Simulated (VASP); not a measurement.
# TiSi8O16 (a cell with a defect) in VASP: notebook

TiSi8O16 (a cell with a defect) is run at these levels: r2SCAN+D3(BJ); tasks: single point.

All numbers are computed with VASP 6.6.1; they aren't measurements. Logs are shortened: lines on timing, memory, paths and dates and some standing lists are left out, and cuts for length are marked.

## 1. The cell of the first run

The cell holds a defect, 25 atoms: a = 5.908 Å, b = 5.908 Å, c = 5.331 Å, α = 90.00°, β = 90.00°, γ = 90.00°.

## 2. Single point, r2SCAN+D3(BJ)

Input file POSCAR:

```
TiSi8O16
1.0
   -4.1773000000     -4.1773000000      0.0000000000
    4.1773000000     -4.1773000000      0.0000000000
    0.0000000000      0.0000000000      5.3310000000
Si O Ti
8 16 1
Direct
    0.4841310176      0.4799026883      0.0226385294
   -0.0116048644      0.4929973907      0.2594025511
    0.5021790391      0.5037812702      0.5044265616
    0.0310390683      0.4882901635      0.7350011255
    0.0210148900      0.0425072415     -0.0069981242
    0.4960863476      0.0078324516      0.2565284187
    0.0027181433     -0.0086288990      0.4857128119
    0.4827210160      0.0215094678      0.7499879947
    0.1957531180      0.4815966055      0.0134653911
   -0.0001529696      0.1900464415      0.2594710186
    0.7705944031      0.4519187035      0.0594708310
   -0.0111128001      0.7841666866      0.2515377978
    0.2012575108      0.4861697747      0.4880872257
    0.0055768080      0.1998048979      0.7339454136
    0.7952013262      0.4961351830      0.5015882574
    0.0634237426      0.8019419242      0.6905299193
    0.6590558495      0.0435355373      0.0022316639
    0.4940230532      0.7013706222      0.2522301632
    0.2971653939      0.0091429871      0.0044188708
    0.4815257463      0.3015367582      0.2729885575
    0.6957994398     -0.0023642065      0.5107516413
    0.4929921241      0.6999068776      0.7625498030
    0.3105213894      0.0111959878      0.4940172576
    0.4865428626      0.3147012424      0.7516495967
    0.8116691404      0.7455237833     -0.0971052335
```

Input file INCAR.step1:

```
  PREC = Accurate
  ENCUT = 580
  ISMEAR = -1
  SIGMA = 0.02
  LREAL = F
  LASPH = T
  NELM = 120
  NBANDS = 88
  GGA = PE
  ALGO = Normal
  EDIFF = 1E-5
  LWAVE = T
  LCHARG = F
  GGA_COMPAT = F
```

Input file INCAR.step2:

```
  PREC = Accurate
  ENCUT = 580
  EDIFF = 1E-6
  ISMEAR = -1
  SIGMA = 0.02
  LREAL = F
  LASPH = T
  NELM = 120
  ALGO = Normal
  ISIF = 2
  LWAVE = F
  LCHARG = T
  METAGGA = R2SCAN
  LMIXTAU = T
  IVDW = 12
  VDW_S6 = 1.0
  VDW_S8 = 0.78981345
  VDW_A1 = 0.49484001
  VDW_A2 = 5.73083694
  LELF = T
  LVHAR = T
  NBANDS = 88
  ISTART = 1
  GGA_COMPAT = F
```

Input file KPOINTS:

```
Automatic mesh
0
Gamma
  2 2 2
```

Potentials or basis: VASP PAW PBE potentials, release 64 (Si, O, Ti_sv).

On the command line:

```bash
> cat potpaw_PBE.64/Si/POTCAR potpaw_PBE.64/O/POTCAR potpaw_PBE.64/Ti_sv/POTCAR > POTCAR
> cp INCAR.step1 INCAR
> mpirun -np 1 vasp_std > vasp.out
> cp INCAR.step2 INCAR
> mpirun -np 1 vasp_std > vasp.out
```

OUTCAR:

```text
PREC = Accurate
   ENCUT = 580
   EDIFF = 1E-6
   ISMEAR = -1
   LREAL = F
   LASPH = T
   NELM = 120
   ISIF = 2
   METAGGA = R2SCAN
   IVDW = 12
   ISTART = 1
 IVDW          = 12

 ion  position               nearest neighbor table
   1  0.484  0.480  0.023-  20 1.70   9 1.70  11 1.71  24 1.74  18 1.79  22 1.90  25 2.57   3 2.57
                             3 2.77   6 3.06   8 3.07   4 3.09
   2  0.988  0.493  0.259-  11 1.69  12 1.72  15 1.72  13 1.75  10 1.79   9 1.80   4 2.55  25 2.63
                             4 2.81   5 3.02
   3  0.502  0.504  0.504-  20 1.72  24 1.73  15 1.73  18 1.78  13 1.78  22 1.80   1 2.57   1 2.77
                             4 3.04   8 3.14
   4  0.031  0.488  0.735-  13 1.66  14 1.71   9 1.78  15 1.87  16 1.88  25 2.19  11 2.32   2 2.55
                             2 2.81   5 2.97   3 3.04   1 3.09
   5  0.021  0.043  0.993-  19 1.64  14 1.67  10 1.67  12 2.07  17 2.14  16 2.16  25 2.20   7 2.65
                             7 2.72   4 2.97   8 3.02   2 3.02   6 3.15
   6  0.496  0.008  0.257-  23 1.67  17 1.68  20 1.74  19 1.79  21 1.80  18 1.81   8 2.63   8 2.70
                             1 3.06   5 3.15
   7  0.003  0.991  0.486-  16 1.60  10 1.68  12 1.75  14 1.81  21 1.82  23 1.82   5 2.65   5 2.72
                            25 2.89
   8  0.483  0.022  0.750-  23 1.70  17 1.71  24 1.73  19 1.75  21 1.80  22 1.90   6 2.63  25 2.66
                             6 2.70   5 3.02   1 3.07   3 3.14
   9  0.196  0.482  0.013-   1 1.70   4 1.78   2 1.80
  10  1.000  0.190  0.259-   5 1.67   7 1.68   2 1.79
  11  0.771  0.452  0.059-   2 1.69   1 1.71  25 1.94   4 2.32
  12  0.989  0.784  0.252-   2 1.72   7 1.75   5 2.07  25 2.15
  13  0.201  0.486  0.488-   4 1.66   2 1.75   3 1.78
  14  0.006  0.200  0.734-   5 1.67   4 1.71   7 1.81
  15  0.795  0.496  0.502-   2 1.72   3 1.73   4 1.87
  16  0.063  0.802  0.691-   7 1.60   4 1.88  25 1.90   5 2.16
  17  0.659  0.044  0.002-   6 1.68   8 1.71  25 2.05   5 2.14
  18  0.494  0.701  0.252-   3 1.78   1 1.79   6 1.81
  19  0.297  0.009  0.004-   5 1.64   8 1.75   6 1.79
  20  0.482  0.302  0.273-   1 1.70   3 1.72   6 1.74
  21  0.696  0.998  0.511-   8 1.80   6 1.80   7 1.82
  22  0.493  0.700  0.763-   3 1.80   1 1.90   8 1.90  25 2.04
  23  0.311  0.011  0.494-   6 1.67   8 1.70   7 1.82
  24  0.487  0.315  0.752-   3 1.73   8 1.73   1 1.74
  25  0.812  0.746  0.903-  16 1.90  11 1.94  22 2.04  17 2.05  12 2.15   4 2.19   5 2.20   1 2.57
                             2 2.63   8 2.66   7 2.89

  LATTYP: Found a simple tetragonal cell.
 ALAT       =     5.9075943141
 C/A-ratio  =     0.9023977810

  Lattice vectors:

 A1 = (  -4.1773000000,  -4.1773000000,   0.0000000000)
 A2 = (   4.1773000000,  -4.1773000000,   0.0000000000)
 A3 = (   0.0000000000,   0.0000000000,   5.3310000000)

Analysis of symmetry for initial positions (statically):
=====================================================================
 Subroutine PRICEL returns:
 Original cell was already a primitive cell.

 Routine SETGRP: Setting up the symmetry group for a
 simple tetragonal supercell.

 Subroutine GETGRP returns: Found  1 space group operations
 (whereof  1 operations were pure point group operations)
 out of a pool of 16 trial point group operations.

The static configuration has the point symmetry C_1 .

Analysis of symmetry for dynamics (positions and initial velocities):
=====================================================================
 Subroutine PRICEL returns:
 Original cell was already a primitive cell.

 Routine SETGRP: Setting up the symmetry group for a
 simple tetragonal supercell.

 Subroutine GETGRP returns: Found  1 space group operations
 (whereof  1 operations were pure point group operations)
 out of a pool of 16 trial point group operations.

The dynamic configuration has the point symmetry C_1 .

 Subroutine INISYM returns: Found  1 space group operations
 (whereof  1 operations are pure point group operations),
 and found     1 'primitive' translations

----------------------------------------------------------------------------------------

                                     Primitive cell

  volume of cell :     186.0501

[... 60 lines left out ...]
                24          24
                25          25

----------------------------------------------------------------------------------------

 KPOINTS: Automatic mesh

Automatic generation of k-mesh.
 Grid dimensions read from file:
 generate k-points for:    2    2    2

 Generating k-lattice:

  Cartesian coordinates                     Fractional coordinates (reciprocal lattice)
    -0.059847270 -0.059847270  0.000000000     0.500000000  0.000000000  0.000000000
     0.059847270 -0.059847270  0.000000000     0.000000000  0.500000000  0.000000000
     0.000000000  0.000000000  0.093791034     0.000000000  0.000000000  0.500000000

  Length of vectors
     0.084636821  0.084636821  0.093791034

  Shift w.r.t. Gamma in fractional coordinates (k-lattice)
     0.000000000  0.000000000  0.000000000

 Subroutine IBZKPT returns following result:
 ===========================================

 Found      8 irreducible k-points:

 Following reciprocal coordinates:
            Coordinates               Weight
  0.000000  0.000000  0.000000      1.000000
  0.500000  0.000000  0.000000      1.000000
  0.000000  0.500000  0.000000      1.000000
  0.500000  0.500000  0.000000      1.000000
  0.000000  0.000000  0.500000      1.000000
  0.500000  0.000000  0.500000      1.000000
  0.000000  0.500000  0.500000      1.000000
  0.500000  0.500000  0.500000      1.000000
   k-points           NKPTS =      8   k-points in BZ     NKDIM =      8   number of bands    NBANDS=     88
   number of dos      NEDOS =    301   number of ions     NIONS =     25
   total plane-waves  NPLWV =  96768
   dimension x,y,z NGX =    48 NGY =   48 NGZ =   42
   dimension x,y,z NGXF=    96 NGYF=   96 NGZF=   84
   ions per type =               8  16   1
   NGX,Y,Z   is equivalent  to a cutoff of  13.51, 13.51, 13.10 a.u.
   NGXF,Y,Z  is equivalent  to a cutoff of  27.02, 27.02, 26.20 a.u.
 SYSTEM =  unknown system
   PREC   = accura    normal or accurate (medium, high low for compatibility)
   ISTART =      1    job   : 0-new  1-cont  2-samecut
   ICHARG =      0    charge: 1-file 2-atom 10-const
   ISPIN  =      1    spin polarized calculation?
   LNONCOLLINEAR =      F non collinear calculations
   LSORBIT =      F    spin-orbit coupling
   LASPH  =      T    aspherical Exc in radial PAW
   ENCUT  =  580.0 eV  42.63 Ry    6.53 a.u.  11.60 11.60 10.47*2*pi/ulx,y,z
   NELM   =    120;   NELMIN=  2; NELMDL=  0     # of ELM steps
   EDIFF  = 0.1E-05   stopping-criterion for ELM
   LREAL  =      F    real-space projection
   EDIFFG = 0.1E-04   stopping-criterion for IOM
   NSW    =      0    number of steps for IOM
   IBRION =     -1    ionic relax: 0-MD 1-quasi-New 2-CG
   NFREE  =      0    steps in history (QN), initial steepest desc. (CG)
   ISIF   =      2    stress and relaxation
   ISYM   =      2    0-nonsym 1-usesym 2-fastsym
   POTIM  = 0.5000    time-step for ionic-motion
   TEBEG  =    0.0;   TEEND  =   0.0 temperature during run
   PSTRESS=    0.0 pullay stress
   NELECT =     140.0000    total number of electrons
   NUPDOWN=      -1.0000    fix difference up-down
   EMIN   =  10.00;   EMAX   =-10.00  energy-range for DOS
   EFERMI =   0.00;   METHOD = LEGACY
   ISMEAR =    -1;   SIGMA  =   0.02  broadening in eV -4-tet -1-fermi 0-gaus
   EFERMI_NEDOS =   21; number of points for ismear=-14 and -15
   IALGO  =     38    algorithm
   IMIX   =      4    mixing-type and parameters
     AMIX     =   0.40;   BMIX     =  1.00
     AMIX_MAG =   1.60;   BMIX_MAG =  1.00
  volume/ion in A,a.u.               =       7.44        50.22
  Fermi-wavevector in a.u.,A,eV,Ry     =   1.489044  2.813885 30.167542  2.217252
  Thomas-Fermi vector in A             =   2.602002
   LORBIT       =      0    0 simple, 1 ext, 2 COOP (PROOUT), +10 PAW based schemes
   METAGGA = R2SCAN    functional components
   LHFCALC =     F    Hartree Fock is set to
   AEXX    =    0.0000 exact exchange contribution
   IVDW    =    12    specifies the selected vdW correction
   LEPSILON=     F    determine dielectric tensor
   LRPA    =     F    only Hartree local field effects (RPA)
 non-spin polarized calculation
  energy-cutoff  :      580.00
  volume of cell :      186.05
 maximum number of plane-waves:      5921
 NGX is ok and might be reduce to    48
   NGX = 23   NGY = 23   NGZ = 21

 number of electron     140.0000011 magnetization

 Free energy of the ion-electron system (eV)
  ---------------------------------------------------
  ext. energy  EPLUGINS =         0.00000000
  ---------------------------------------------------
  free energy    TOTEN  =      -235.39516363 eV

  energy without entropy =     -235.39516363  energy(sigma->0) =     -235.39516363

 E-fermi :  14.0922     XC(G=0): -13.3334

 val. band max:       13.6247616115   @ k =   0.5000   0.5000   0.5000
 cond. band min:      14.5997283028   @ k =   0.5000   0.5000   0.0000
 fundamental gap:      0.9749666913
 Fermi energy:        14.0922385998

 k-point     1 :       0.0000    0.0000    0.0000
  band No.  band energies     occupation
      1     -45.5779      2.00000
      2     -21.5230      2.00000
      3     -21.3406      2.00000
      4     -20.9151      2.00000
      5     -15.1061      2.00000
      6     -13.2858      2.00000
[... 669 lines left out ...]
     81      19.4037      0.00000
     82      19.6991      0.00000
 [bands above 82 left out]

------------------------ aborting loop because EDIFF is reached ----------------------------------------

 Edisp (eV)   -3.27743

 E8    (eV) :    -0.8794

  FORCE on cell =-STRESS in cart. coord.  units (eV):
  Direction    XX          YY          ZZ          XY          YZ          ZX
  --------------------------------------------------------------------------------------
  -------------------------------------------------------------------------------------
  Total      45.81108    42.62185    46.30589     1.05164    15.27338     0.54380
  in kB     394.50375   367.03953   398.76481     9.05625   131.52726     4.68295
  external pressure =      386.77 kB  Pullay stress =        0.00 kB

 VOLUME and BASIS-vectors are now :
 -----------------------------------------------------------------------------
  energy-cutoff  :      580.00
  volume of cell :      186.05
      direct lattice vectors                 reciprocal lattice vectors
    -4.177300000 -4.177300000  0.000000000    -0.119694540 -0.119694540  0.000000000
     4.177300000 -4.177300000  0.000000000     0.119694540 -0.119694540  0.000000000
     0.000000000  0.000000000  5.331000000     0.000000000  0.000000000  0.187582067

 POSITION                                       TOTAL-FORCE (eV/Angst)
 -----------------------------------------------------------------------------------
     -0.01766     -4.02706      0.12069        -0.033573     -0.015449     -0.029015
     -2.06942     -6.18822      1.38287        -0.100747      0.078963     -0.044862
      0.00669     -4.20220      2.68910         0.058660     -0.036545      0.017746
      1.91007     -2.16939      3.91829         0.050372      0.058649      0.134489
      0.08978     -0.26535      5.29369         0.035714     -0.012483      0.007810
     -2.03958     -2.10502      1.36755         0.001129     -0.011487     -0.063093
[... 17 lines left out ...]
     -0.71783     -3.34704      4.00704         0.012295      0.029846     -0.002380
     -0.27631     -6.50486      4.81333        -0.023178      0.031567      0.068479
 -----------------------------------------------------------------------------------
    total drift:                               -0.005473      0.001513      0.001400

  FREE ENERGIE OF THE ION-ELECTRON SYSTEM (eV)
  ---------------------------------------------------
  free  energy   TOTEN  =      -238.6725978957 eV

  energy  without entropy=     -238.6725978957  energy(sigma->0) =     -238.67259790
```

Run time: 16 min. Hardware: 1 thread of Oxide Virtual Turin-like, shared host; peak memory 0.36 GiB.

What came out:

```yaml
Free_energy: -238.6726 eV
Pressure: 38.7 GPa
Largest_force: 0.155 eV/Å
Band_gap_on_the_k_mesh: 0.97 eV
Dispersion_energy_per_atom: -0.131 eV
```

Forces in eV/Å, atoms in the order of the input:
```
Si  -0.034 -0.015 -0.029
Si  -0.101  0.079 -0.045
Si   0.059 -0.037  0.018
Si   0.050  0.059  0.134
Si   0.036 -0.012  0.008
Si   0.001 -0.011 -0.063
Si   0.032 -0.078 -0.024
Si   0.038  0.036  0.019
O   -0.032 -0.006  0.017
O   -0.047 -0.053 -0.032
O   -0.004  0.013  0.019
O    0.000  0.024  0.011
O    0.000 -0.054 -0.021
O   -0.009 -0.033 -0.007
O    0.004  0.014  0.038
O    0.016 -0.070 -0.085
O    0.015  0.030  0.065
O   -0.029 -0.084 -0.042
O    0.007  0.017 -0.027
O    0.049  0.068  0.052
O   -0.040 -0.032 -0.001
O   -0.001 -0.009 -0.056
O    0.000  0.093 -0.014
O    0.012  0.030 -0.002
Ti  -0.023  0.032  0.068
```

Stress tensor (GPa, compression positive):
```
39.45  0.91  0.47
 0.91 36.70 13.15
 0.47 13.15 39.88
```

Caveat: the k points lie up to 0.59 Å⁻¹ apart; the PAW data sets were made with another functional, which shifts forces and pressure a little.

## 3. Single point, r2SCAN+D3(BJ)

Input file POSCAR:

```
TiSi8O16
1.0
   -4.1773000000     -4.1773000000      0.0000000000
    4.1773000000     -4.1773000000      0.0000000000
    0.0000000000      0.0000000000      5.3310000000
Si O Ti
8 16 1
Direct
    0.4860664783      0.4839148493      0.0245404239
   -0.0148973021      0.4984855050      0.2566285875
    0.4996538434      0.5020058411      0.5033580942
    0.0444107438      0.4837555359      0.7393232039
    0.0136809662      0.0335016638     -0.0058319265
    0.4947874225      0.0042686664      0.2599705496
    0.0081844732     -0.0056553276      0.4851148002
    0.4813429727      0.0210305700      0.7563680360
    0.1967719580      0.4807740646      0.0149463515
   -0.0060823977      0.1919965049      0.2562821234
    0.7688964163      0.4651930673      0.0541958357
   -0.0095446820      0.7922856869      0.2427330707
    0.2008983075      0.4796264333      0.4828242356
    0.0068225888      0.2003681804      0.7352487338
    0.7945713739      0.5052342422      0.5046465954
    0.0764082063      0.7954310200      0.6785130370
    0.6602131760      0.0308063821      0.0135951979
    0.4881213942      0.7006543700      0.2569193397
    0.2943905154      0.0104611831      0.0051260551
    0.4873390707      0.3005363512      0.2723282686
    0.6985850908     -0.0085211740      0.5198126055
    0.4825364470      0.6971865798      0.7608343650
    0.3123663610      0.0176164029      0.4955267304
    0.4892261748      0.3131605343      0.7545648096
    0.8071697029      0.7456270797     -0.1492091540
```

Input file INCAR.step1:

```
PREC = Accurate
ENCUT = 580
ISMEAR = -1
SIGMA = 0.02
LREAL = F
LASPH = T
NELM = 120
NBANDS = 88
GGA = PE
ALGO = Normal
EDIFF = 1E-5
LWAVE = T
LCHARG = F
GGA_COMPAT = F
```

Input file INCAR.step2:

```
PREC = Accurate
ENCUT = 580
EDIFF = 1E-6
ISMEAR = -1
SIGMA = 0.02
LREAL = F
LASPH = T
NELM = 120
ALGO = Normal
ISIF = 2
LWAVE = F
LCHARG = T
METAGGA = R2SCAN
LMIXTAU = T
IVDW = 12
VDW_S6 = 1.0
VDW_S8 = 0.78981345
VDW_A1 = 0.49484001
VDW_A2 = 5.73083694
LELF = T
LVHAR = T
NBANDS = 88
ISTART = 1
GGA_COMPAT = F
```

Input file KPOINTS:

```
regular mesh
0
Gamma
  2 2 2
```

Potentials or basis: VASP PAW PBE potentials, release 64 (Si, O, Ti_sv).

On the command line:

```bash
> cat potpaw_PBE.64/Si/POTCAR potpaw_PBE.64/O/POTCAR potpaw_PBE.64/Ti_sv/POTCAR > POTCAR
> cp INCAR.step1 INCAR
> mpirun -np 1 vasp_std > vasp.out
> cp INCAR.step2 INCAR
> mpirun -np 1 vasp_std > vasp.out
```

Wall time 15 min (1 thread of Oxide Virtual Turin-like, shared host); peak memory 0.36 GiB.

It converged, with:

```
Free energy                : -239.0256 eV
Pressure                   : 37.2 GPa
Largest force              : 0.723 eV/Å
Band gap on the k mesh     : 1.43 eV
Dispersion energy per atom : -0.131 eV
```

Forces on the atoms (eV/Å):
```
Si   0.026 -0.052  0.038
Si   0.032 -0.015 -0.044
Si   0.031  0.061  0.044
Si  -0.224 -0.080  0.139
Si   0.025  0.240  0.060
Si  -0.075  0.017 -0.017
Si   0.074 -0.188 -0.062
Si   0.035  0.029  0.169
O   -0.028 -0.011  0.065
O    0.078  0.046 -0.045
O    0.175 -0.155 -0.060
O    0.090 -0.095 -0.124
O   -0.084  0.071 -0.065
O   -0.002 -0.058  0.023
O    0.117 -0.095  0.087
O   -0.356 -0.185 -0.222
O   -0.174  0.147  0.244
O    0.070  0.040  0.092
O    0.061  0.024  0.047
O   -0.080 -0.027  0.045
O   -0.135  0.033  0.161
O    0.130  0.216 -0.031
O    0.111 -0.034  0.081
O   -0.024 -0.009  0.081
Ti   0.126  0.081 -0.707
```

Stress tensor (GPa, compression positive):
```
36.10  5.03  5.48
 5.03 38.86 14.58
 5.48 14.58 36.65
```

Levels at points of the mesh, in eV from the valence-band top:
| k point | band 68 | band 69 | band 70 | band 71 | band 72 | band 73 |
| --- | --- | --- | --- | --- | --- | --- |
| (0.00, 0.00, 0.00) | -4.78 | -1.14 | -0.67 | 1.47 | 1.96 | 2.10 |
| (0.50, 0.00, 0.00) | -5.18 | -0.95 | -0.50 | 1.43 | 2.00 | 2.47 |
| (0.00, 0.50, 0.00) | -5.16 | -1.07 | -0.37 | 1.50 | 2.14 | 2.64 |
| (0.50, 0.50, 0.00) | -5.15 | -0.95 | -0.32 | 1.45 | 2.14 | 2.59 |
| (0.00, 0.00, 0.50) | -5.03 | -0.85 | -0.19 | 1.92 | 2.10 | 2.90 |
| (0.50, 0.00, 0.50) | -5.07 | -0.76 | -0.15 | 1.89 | 2.10 | 2.66 |
| (0.00, 0.50, 0.50) | -5.27 | -0.89 | -0.05 | 1.89 | 2.09 | 2.97 |
| (0.50, 0.50, 0.50) | -5.41 | -0.76 | 0.00 | 1.86 | 2.12 | 2.74 |

Caveat: the k points lie up to 0.59 Å⁻¹ apart; the PAW data sets were made with another functional, which shifts forces and pressure a little.
